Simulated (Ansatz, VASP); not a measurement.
# Be3Se2S: VASP beside Ansatz

```
CELL_PARAMETERS angstrom
-3.59136 3.58986 -0.00072
3.59164 3.59014 -0.00099
1.79594 -1.79305 -7.60662
ATOMIC_POSITIONS crystal
Be 0.99978 0.24988 0.49997
Be 0.49982 0.75019 0.49997
Be 0.67282 0.25001 0.84551
Be 0.17266 0.75011 0.84543
Be 0.32745 0.24996 0.15461
Be 0.82730 0.74965 0.15454
Se 0.83609 0.50013 0.67234
Se 0.33614 0.00017 0.67238
Se 0.16386 0.49990 0.32767
Se 0.66385 0.99985 0.32752
S 0.00012 0.00006 0.00003
S 0.50012 0.50009 0.00002
```

Change from the starting cell: cell x2, atoms moved at random (sigma 0.05 Å) and cell strained at random (1.5 %), then relaxed without symmetry.

Alike in both runs: functional PBE; k mesh 4 × 4 × 4; occupations gaussian, width 0.1 eV; no spin polarisation.

Ansatz relaxed the structure, and its values are those at the end. VASP's run is a single point on that final structure, the one shown.

```csv
,VASP,Ansatz
version,VASP 6.6.1,Ansatz 0.2.0
potentials or method,"VASP PAW PBE potentials, release 64 (Be, Se, S), cutoff 520 eV","scalar-relativistic, plane waves, PAW"
valence electrons in the cell,48,88
```

```csv
,VASP,Ansatz,Ansatz less VASP
gap on the k mesh at the Fermi level (eV),2.71,2.72,+0.007
least direct gap on the mesh (eV),2.72,2.72,+0.008
pressure (GPa),0.2,0.1,-0.14
rms of the force components (eV/Å),0.008,0.006,-0.0018
```

With one functional, cell and mesh, what is left measures potentials, basis and numerics. VASP's potentials hold 48 valence electrons a cell and Ansatz's 88, so a difference there can come from the potentials and not from the codes.
